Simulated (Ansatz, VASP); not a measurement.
# Two plane-wave programs on SrTiO3

The input INCAR:

```
SYSTEM = SrTiO3
  PREC = Accurate
  ENCUT = 520
  EDIFF = 1E-7
  ISMEAR = 0
  SIGMA = 0.02
  LREAL = .FALSE.
  LASPH = .TRUE.
  NELM = 80
  ALGO = Normal
  ISIF = 2
  LWAVE = .FALSE.
  LCHARG = .TRUE.
  GGA = PE
  LELF = .TRUE.
  LVHAR = .TRUE.
  NBANDS = 28
```

KPOINTS

```
Automatic mesh
0
G
  8 8 8
  0 0 0
```

POSCAR

```
SrTiO3
1.0
    3.9364041151      0.0000000000      0.0000000000
    0.0000000000      3.9364041151      0.0000000000
    0.0000000000      0.0000000000      3.9364041151
Sr Ti O
1 1 3
Direct
    0.5000000000      0.5000000000      0.5000000000
    0.0000000000      0.0000000000      0.0000000000
    0.5000000000      0.0000000000      0.0000000000
    0.0000000000      0.5000000000      0.0000000000
    0.0000000000      0.0000000000      0.5000000000
```

Input for Ansatz:

```yaml
crystal:
  lattice:
    - [3.9364041151, 0.0, 0.0]
    - [0.0, 3.9364041151, 0.0]
    - [0.0, 0.0, 3.9364041151]
  atoms:
    - { symbol: Sr, position: [0.5, 0.5, 0.5] }
    - { symbol: Ti, position: [0.0, 0.0, 0.0] }
    - { symbol: O, position: [0.5, 0.0, 0.0] }
    - { symbol: O, position: [0.0, 0.5, 0.0] }
    - { symbol: O, position: [0.0, 0.0, 0.5] }
basis:
  ecutwfc: 420
kpoints:
  mp_grid: { grid: [8, 8, 8] }
  band_path: { path: [VBM, CBM], npoints: 2 }
hamiltonian:
  xc: pbe
scf:
  occupations: { method: gaussian, width: 0.02 }
output:
  forces: true
  stress: true
  eigenvalues: true
```

Alike in both runs: task single point; functional PBE; k mesh 8 × 8 × 8; occupations gaussian, width 0.02 eV; no spin polarisation.

```csv
,VASP,Ansatz
version,VASP 6.6.1,Ansatz 0.2.0
potentials or method,"VASP PAW PBE potentials, release 64 (Sr_sv, Ti_sv, O), cutoff 520 eV","scalar-relativistic, plane waves, PAW"
valence electrons in the cell,40,40
```

|  | VASP | Ansatz | Ansatz less VASP |
| --- | --- | --- | --- |
| gap on the k mesh at the Fermi level (eV) | 1.81 | 1.84 | +0.030 |
| least direct gap on the mesh (eV) | 2.18 | 2.20 | +0.020 |
| pressure (GPa) | 0.6 | 0.0 | -0.62 |
